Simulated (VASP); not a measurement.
# C (P6/mmm) in VASP: further runs

The runs below take C through single point, with PBEsol+D3(BJ).

Everything below comes from runs of VASP 6.6.1. Logs are shortened: lines on timing, memory, paths and dates and some standing lists are left out, and cuts for length are marked.

### Step 1. The cell of the first run

The structure is hexagonal, space group P6/mmm (No. 191). The conventional cell has a = 2.499 Å, b = 2.499 Å, c = 3.588 Å, α = 90.00°, β = 90.00°, γ = 120.00°. C (site symmetry -6m2) has 3 C at 1.44 Å within 1.9 Å.

### Step 2. Single point, PBEsol+D3(BJ)

Input file INCAR:

```
SYSTEM = C
  ALGO = Normal
  EDIFF = 1E-7
  ENCUT = 520
  GGA = PS
  ISIF = 2
  ISMEAR = 0
  IVDW = 12
  LASPH = .TRUE.
  LCHARG = .TRUE.
  LELF = .TRUE.
  LREAL = .FALSE.
  LVHAR = .TRUE.
  LWAVE = .FALSE.
  NBANDS = 11
  NELM = 60
  PREC = Accurate
  SIGMA = 0.15
```

Input file KPOINTS:

```
k-points
0
G
  21 21 12
  0 0 0
```

Input file POSCAR:

```
C
1.0
    2.4987011397      0.0000000000      0.0000000000
   -1.2493505699      2.1639386634      0.0000000000
    0.0000000000      0.0000000000      3.5884245947
C
2
Direct
    0.3333333333      0.6666666667      0.0000000000
    0.6666666667      0.3333333333      0.0000000000
```

Potentials or basis: VASP PAW PBE potentials, release 64 (C).

The run is started by

```bash
$ cat potpaw_PBE.64/C/POTCAR > POTCAR
$ mpirun -np 1 vasp_std > vasp.out
```

OUTCAR:

```text
SYSTEM = C
   EDIFF = 1E-7
   ENCUT = 520
   GGA = PS
   ISIF = 2
   ISMEAR = 0
   IVDW = 12
   LASPH = .TRUE.
   LREAL = .FALSE.
   NELM = 60
   PREC = Accurate
 IVDW          = 12

 ion  position               nearest neighbor table
   1  0.333  0.667  0.000-   2 1.44   2 1.44   2 1.44
   2  0.667  0.333  0.000-   1 1.44   1 1.44   1 1.44

  LATTYP: Found a hexagonal cell.
 ALAT       =     2.4987011397
 C/A-ratio  =     1.4361159635

  Lattice vectors:

 A1 = (   2.4987011397,   0.0000000000,   0.0000000000)
 A2 = (  -1.2493505699,   2.1639386634,   0.0000000000)
 A3 = (   0.0000000000,   0.0000000000,   3.5884245947)

Analysis of symmetry for initial positions (statically):
=====================================================================
 Subroutine PRICEL returns:
 Original cell was already a primitive cell.

 Routine SETGRP: Setting up the symmetry group for a
 hexagonal supercell.

 Subroutine GETGRP returns: Found 24 space group operations
 (whereof 24 operations were pure point group operations)
 out of a pool of 24 trial point group operations.

The static configuration has the point symmetry D_6h.

Analysis of symmetry for dynamics (positions and initial velocities):
=====================================================================
 Subroutine PRICEL returns:
 Original cell was already a primitive cell.

 Routine SETGRP: Setting up the symmetry group for a
 hexagonal supercell.

 Subroutine GETGRP returns: Found 24 space group operations
 (whereof 24 operations were pure point group operations)
 out of a pool of 24 trial point group operations.

The dynamic configuration has the point symmetry D_6h.

 Subroutine INISYM returns: Found 24 space group operations
 (whereof 24 operations are pure point group operations),
 and found     1 'primitive' translations

----------------------------------------------------------------------------------------

                                     Primitive cell

  volume of cell :      19.4027

  direct lattice vectors                    reciprocal lattice vectors
     2.498701140  0.000000000  0.000000000     0.400207926  0.231060154  0.000000000
    -1.249350570  2.163938663  0.000000000     0.000000000  0.462120307  0.000000000
     0.000000000  0.000000000  3.588424595     0.000000000  0.000000000  0.278673823

  length of vectors
     2.498701140  2.498701140  3.588424595     0.462120307  0.462120307  0.278673823

  position of ions in fractional coordinates (direct lattice)
     0.333333333  0.666666667  0.000000000
     0.666666667  0.333333333  0.000000000

  ion indices of the primitive-cell ions
   primitive index   ion index
                 1           1
[... 85 lines left out ...]
   NUPDOWN=      -1.0000    fix difference up-down
   EMIN   =  10.00;   EMAX   =-10.00  energy-range for DOS
   EFERMI =   0.00;   METHOD = LEGACY
   ISMEAR =     0;   SIGMA  =   0.15  broadening in eV -4-tet -1-fermi 0-gaus
   EFERMI_NEDOS =   21; number of points for ismear=-14 and -15
   IALGO  =     38    algorithm
   IMIX   =      4    mixing-type and parameters
     AMIX     =   0.40;   BMIX     =  1.00
     AMIX_MAG =   1.60;   BMIX_MAG =  1.00
  volume/ion in A,a.u.               =       9.70        65.47
  Fermi-wavevector in a.u.,A,eV,Ry     =   1.218476  2.302587 20.200363  1.484685
  Thomas-Fermi vector in A             =   2.353762
   LORBIT       =      0    0 simple, 1 ext, 2 COOP (PROOUT), +10 PAW based schemes
   GGA     = PS    functional components
   LHFCALC =     F    Hartree Fock is set to
   AEXX    =    0.0000 exact exchange contribution
   IVDW    =    12    specifies the selected vdW correction
   LEPSILON=     F    determine dielectric tensor
   LRPA    =     F    only Hartree local field effects (RPA)
 non-spin polarized calculation
 Gauss-broadening in eV      SIGMA  =   0.15
  energy-cutoff  :      520.00
  volume of cell :       19.40
 maximum number of plane-waves:       536
 NGX is ok and might be reduce to    20
   NGX =  9   NGY =  9   NGZ = 13

 number of electron       8.0000000 magnetization

 Free energy of the ion-electron system (eV)
  ---------------------------------------------------
  ext. energy  EPLUGINS =         0.00000000
  ---------------------------------------------------
  free energy    TOTEN  =       -19.24649548 eV

  energy without entropy =      -19.24631768  energy(sigma->0) =      -19.24640658

 E-fermi :   3.8116     XC(G=0):  -9.9827

 val. band max:        3.8070163750   @ k =   0.3333   0.3333   0.2500
 cond. band min:       4.0460852305   @ k =   0.3333   0.3333   0.1667
 fundamental gap:      0.2390688556
 Fermi energy:         3.8116427366

 k-point     1 :       0.0000    0.0000    0.0000
  band No.  band energies     occupation
      1     -15.4323      2.00000
      2      -2.8060      2.00000
      3       0.8030      2.00000
      4       0.8030      2.00000
      5       7.5621      0.00000
      6      11.8283      0.00000
      7      11.8283      0.00000
      8      14.9366      0.00000
      9      15.4310      0.00000
     10      25.2148      0.00000
     11      26.9775      0.00000
[... 309 lines left out ...]
 k-point    24 :       0.1905    0.0952    0.0000
  band No.  band energies     occupation
      1     -13.9690      2.00000
      2      -3.2795      2.00000
      3      -1.6107      2.00000
      4      -1.1535      2.00000
      5       9.3923      0.00000
      6      11.1574      0.00000
      7      12.3096      0.00000
      8      15.2089      0.00000
      9      18.9188      0.00000
     10      23.3517      0.00000
     11      25.7988      0.00000

 [... further k-points ...]

------------------------ aborting loop because EDIFF is reached ----------------------------------------

 Edisp (eV)   -0.20358

 E8    (eV) :    -0.0988

  FORCE on cell =-STRESS in cart. coord.  units (eV):
  Direction    XX          YY          ZZ          XY          YZ          ZX
  --------------------------------------------------------------------------------------
  -------------------------------------------------------------------------------------
  Total      -2.15870    -2.15870    -0.04746     0.00000     0.00000     0.00000
  in kB    -178.25418  -178.25418    -3.91893     0.00000     0.00000     0.00000
  external pressure =     -120.14 kB  Pullay stress =        0.00 kB

 VOLUME and BASIS-vectors are now :
 -----------------------------------------------------------------------------
  energy-cutoff  :      520.00
  volume of cell :       19.40
      direct lattice vectors                 reciprocal lattice vectors
     2.498701140  0.000000000  0.000000000     0.400207926  0.231060154  0.000000000
    -1.249350570  2.163938663  0.000000000     0.000000000  0.462120307  0.000000000
     0.000000000  0.000000000  3.588424595     0.000000000  0.000000000  0.278673823

 POSITION                                       TOTAL-FORCE (eV/Angst)
 -----------------------------------------------------------------------------------
     -0.00000      1.44263      0.00000        -0.000000     -0.000000     -0.000000
      1.24935      0.72131      0.00000         0.000000      0.000000      0.000000
 -----------------------------------------------------------------------------------
    total drift:                                0.000000     -0.000000     -0.000000

  FREE ENERGIE OF THE ION-ELECTRON SYSTEM (eV)
  ---------------------------------------------------
  free  energy   TOTEN  =       -19.4500736412 eV

  energy  without entropy=      -19.4498958474  energy(sigma->0) =      -19.44998474
```

OSZICAR:

```text
N       E                     dE             d eps       ncg     rms          rms(c)
DAV:   1     0.598121468718E+01    0.59812E+01   -0.43745E+03  7544   0.654E+02
DAV:   2    -0.196420760331E+02   -0.25623E+02   -0.24355E+02  9916   0.130E+02
DAV:   3    -0.202905488154E+02   -0.64847E+00   -0.64632E+00  9360   0.174E+01
DAV:   4    -0.202930799541E+02   -0.25311E-02   -0.25309E-02  8538   0.131E+00
DAV:   5    -0.202930908026E+02   -0.10848E-04   -0.10849E-04  9161   0.797E-02    0.603E+00
DAV:   6    -0.195010246136E+02    0.79207E+00   -0.62050E-01  8325   0.463E+00    0.348E+00
DAV:   7    -0.192437780846E+02    0.25725E+00   -0.72843E-01  8552   0.506E+00    0.881E-01
DAV:   8    -0.192467307022E+02   -0.29526E-02   -0.20819E-02  7939   0.909E-01    0.131E-01
DAV:   9    -0.192464032115E+02    0.32749E-03   -0.64203E-04  8703   0.157E-01    0.588E-02
DAV:  10    -0.192464933459E+02   -0.90134E-04   -0.19017E-04  8016   0.871E-02    0.267E-02
DAV:  11    -0.192464947665E+02   -0.14207E-05   -0.76260E-06  8775   0.156E-02    0.675E-03
DAV:  12    -0.192464955401E+02   -0.77360E-06   -0.96844E-07  8073   0.582E-03    0.155E-03
DAV:  13    -0.192464954785E+02    0.61617E-07   -0.93578E-08  8878   0.185E-03
   1 F= -.19450074E+02 E0= -.19449985E+02  d E =-.177794E-03
```

Wall time 42 s (1 thread of Intel Xeon 6975P-C, shared host); peak memory 0.18 GiB.

Results:

- Free energy: -19.4501 eV
- Pressure: -12.0 GPa
- Band gap on the k mesh: zero (band 4 reaches 4.30 eV, above the bottom of band 5 at 3.37 eV)
- Dispersion energy per atom: -0.102 eV

Levels at points of the mesh, in eV from the Fermi level:
```csv
k point,band 2,band 3,band 4,band 5,band 6,band 7
"(0.00, 0.00, 0.00)",-6.62,-3.01,-3.01,3.75,8.02,8.02
"(0.00, 0.00, 0.50)",-8.06,-2.99,-2.99,8.08,8.08,9.03
```

Caveat: the PAW data sets were made with another functional, which shifts forces and pressure a little.

### Step 3. Single point, PBEsol+D3(BJ)

This run uses another cell than the first one, of 9.94 Å³/atom, 1.025 times its volume.

Input file INCAR:

```
PREC = Accurate
ENCUT = 520
EDIFF = 1E-6
ISMEAR = 0
SIGMA = 0.15
LREAL = F
LASPH = T
NELM = 100
ALGO = Normal
ISIF = 2
LWAVE = F
LCHARG = F
GGA = PS
IVDW = 12
NBANDS = 11
```

Input file KPOINTS:

```
Automatic mesh
0
Gamma
  21 21 12
```

Input file POSCAR:

```
C
1.0
    2.5190997031      0.0000000000      0.0000000000
   -1.2595498516      2.1816043375      0.0000000000
    0.0000000000      0.0000000000      3.6177192973
C
2
Direct
    0.3333333333      0.6666666667      0.0000000000
    0.6666666667      0.3333333333      0.0000000000
```

Potentials or basis: VASP PAW PBE potentials, release 64 (C).

The run is started by

```bash
$ cat potpaw_PBE.64/C/POTCAR > POTCAR
$ mpirun -np 1 vasp_std > vasp.out
```

Wall time 37 s (1 thread of Intel Xeon 6975P-C, shared host); peak memory 0.18 GiB.

Results (log left out):

- Free energy: -19.4062 eV
- Pressure: -17.4 GPa
- Band gap on the k mesh: zero (band 4 reaches 4.08 eV, above the bottom of band 5 at 3.18 eV)
- Dispersion energy per atom: -0.100 eV

Stress tensor (GPa, compression positive):
```
-25.83   0.00   0.00
  0.00 -25.83   0.00
  0.00   0.00  -0.53
```

Levels at points of the mesh, in eV from the Fermi level:
```
           k point  band 1  band 2  band 3  band 4  band 5  band 6  band 7  band 8
(0.00, 0.00, 0.00)  -19.05   -6.49   -3.02   -3.02    3.79    7.86    7.86   10.83
(0.00, 0.00, 0.50)  -18.87   -7.88   -3.00   -3.00    7.92    7.92    8.95   10.59
```

Caveat: the PAW data sets were made with another functional, which shifts forces and pressure a little.
